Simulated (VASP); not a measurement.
Wanted: the native input for a VASP 6.6.1 run.

```yaml
Task: single point
Functional: PBEsol
Potentials_or_basis: VASP PAW PBE potentials, release 64 (Al, Ga_d, N)
Cutoff: 520 eV
k_mesh: 6 × 8 × 4
Occupations: gaussian, width 0.05 eV
Spin: no spin polarisation
Dipole_correction: no
Further_INCAR_settings: ALGO = Normal; EDIFF = 1e-06; NBANDS = 31
```

The structure of Al3GaN4 lies in POSCAR:

```
Al3GaN4
1.0
    5.2451442902      0.0000000000      0.0001103911
    0.0000000000      3.2552768533      0.0000000000
   -0.0033657072      0.0000000000      5.2012722695
Al Ga N
3 1 4
Direct
    0.5002300423      0.5000000000      0.1673295664
    0.0009207036      0.5000000000      0.8348055932
    0.0010880650      0.0000000000      0.3316926342
    0.4994217138      0.0000000000      0.6662009016
    0.1111724737      0.0000000000      0.6663292503
    0.1224543238      0.5000000000      0.1671578647
    0.6251234799      0.5000000000      0.8401923551
    0.6231881979      0.0000000000      0.3262928345
```

This cell differs from its parent crystal: strain +0.040 along x and y, -0.040 along z.

One way to write it, as run:

INCAR

```
SYSTEM = Al3GaN4
ALGO = Normal ; EDIFF = 1E-6
ENCUT = 520 ; GGA = PS
ISIF = 2 ; ISMEAR = 0
LASPH = .TRUE. ; LCHARG = .TRUE.
LELF = .TRUE. ; LREAL = .FALSE.
LVHAR = .TRUE. ; LWAVE = .FALSE.
NBANDS = 31 ; NELM = 80
PREC = Accurate ; SIGMA = 0.05
```

KPOINTS

```
k-points
0
G
  6 8 4
  0 0 0
```

Potentials or basis: VASP PAW PBE potentials, release 64 (Al, Ga_d, N).

Command:

```bash
$ cat potpaw_PBE.64/Al/POTCAR potpaw_PBE.64/Ga_d/POTCAR potpaw_PBE.64/N/POTCAR > POTCAR
$ mpirun -np 1 vasp_std > vasp.out
```

Results of the run:

```json
{"Pressure": "-5.7 GPa", "Largest force": "1.023 eV/Å", "Band gap on the k mesh": "2.94 eV"}
```

Caveat: the cell differs from its parent crystal (strain +0.040 along x and y, -0.040 along z); the cell stands under tension; the PAW data sets were made with another functional, which shifts forces and pressure a little.

Wall time 2.2 min on 1 thread of Intel(R) Xeon(R) Platinum 8488C (Sapphire Rapids) (shared host), peak memory 0.3 GiB.
